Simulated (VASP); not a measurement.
Write the native input for VASP 6.6.1 that does the following.

```yaml
Task: single point
Functional: r2SCAN
Potentials_or_basis: VASP PAW PBE potentials, release 64 (Mg, Se)
Cutoff: 520 eV
k_mesh: 3 × 3 × 3
Occupations: gaussian, width 0.01 eV
Spin: no spin polarisation
Dipole_correction: no
Further_INCAR_settings: ALGO = Normal; EDIFF = 1e-06; NBANDS = 40
```

MgSe2:

```xyz
12
Lattice="6.4600 0.0000 0.0000 0.0000 6.4600 0.0000 0.0000 0.0000 6.4600" Properties=species:S:1:pos:R:3 pbc="T T T"
Mg    3.2300    3.2300    0.0000
Mg    3.2300    0.0000    3.2300
Mg    0.0000    3.2300    3.2300
Mg    0.0000    0.0000    0.0000
Se    0.6861    5.7739    2.5439
Se    5.7739    2.5439    0.6861
Se    2.5439    0.6861    5.7739
Se    3.9161    3.9161    3.9161
Se    5.7739    0.6861    3.9161
Se    0.6861    3.9161    5.7739
Se    3.9161    5.7739    0.6861
Se    2.5439    2.5439    2.5439
```

The input as run:

POSCAR

```
MgSe2
1.0
    6.4599980000      0.0000000000      0.0000000000
    0.0000000000      6.4599980000      0.0000000000
    0.0000000000      0.0000000000      6.4599980000
Mg Se
4 8
Direct
    0.5000000000      0.5000000000      0.0000000000
    0.5000000000      0.0000000000      0.5000000000
    0.0000000000      0.5000000000      0.5000000000
    0.0000000000      0.0000000000      0.0000000000
    0.1062030000      0.8937970000      0.3937970000
    0.8937970000      0.3937970000      0.1062030000
    0.3937970000      0.1062030000      0.8937970000
    0.6062030000      0.6062030000      0.6062030000
    0.8937970000      0.1062030000      0.6062030000
    0.1062030000      0.6062030000      0.8937970000
    0.6062030000      0.8937970000      0.1062030000
    0.3937970000      0.3937970000      0.3937970000
```

INCAR.step1

```
SYSTEM = MgSe2
PREC = Accurate ; ENCUT = 520
ISMEAR = 0 ; SIGMA = 0.01
LREAL = .False. ; LASPH = .True.
NELM = 60 ; NBANDS = 40
GGA = PE ; ALGO = Normal
EDIFF = 1E-4 ; LWAVE = .True.
LCHARG = .False.
```

INCAR.step2

```
SYSTEM = MgSe2
PREC = Accurate ; ENCUT = 520
EDIFF = 1E-6 ; ISMEAR = 0
SIGMA = 0.01 ; LREAL = .False.
LASPH = .True. ; NELM = 60
ALGO = Normal ; ISIF = 2
LWAVE = .False. ; LCHARG = .False.
METAGGA = R2SCAN ; LMIXTAU = .True.
NBANDS = 40 ; ISTART = 1
```

KPOINTS

```
regular mesh
0
Gamma
  3 3 3
  0 0 0
```

Potentials or basis: VASP PAW PBE potentials, release 64 (Mg, Se).

Launch:

```sh
$ cat potpaw_PBE.64/Mg/POTCAR potpaw_PBE.64/Se/POTCAR > POTCAR
$ cp INCAR.step1 INCAR
$ mpirun -np 1 vasp_std > vasp.out
$ cp INCAR.step2 INCAR
$ mpirun -np 1 vasp_std > vasp.out
```

It gave:

```yaml
Pressure: 0.1 GPa
Band_gap_on_the_k_mesh: 2.17 eV, direct
```

Caveat: the PAW data sets were made with another functional, which shifts forces and pressure a little.

Wall time 2.7 min on 1 thread of AMD EPYC 7R43 64-Core Processor (Zen 3), on a shared host, peak memory 0.33 GiB.
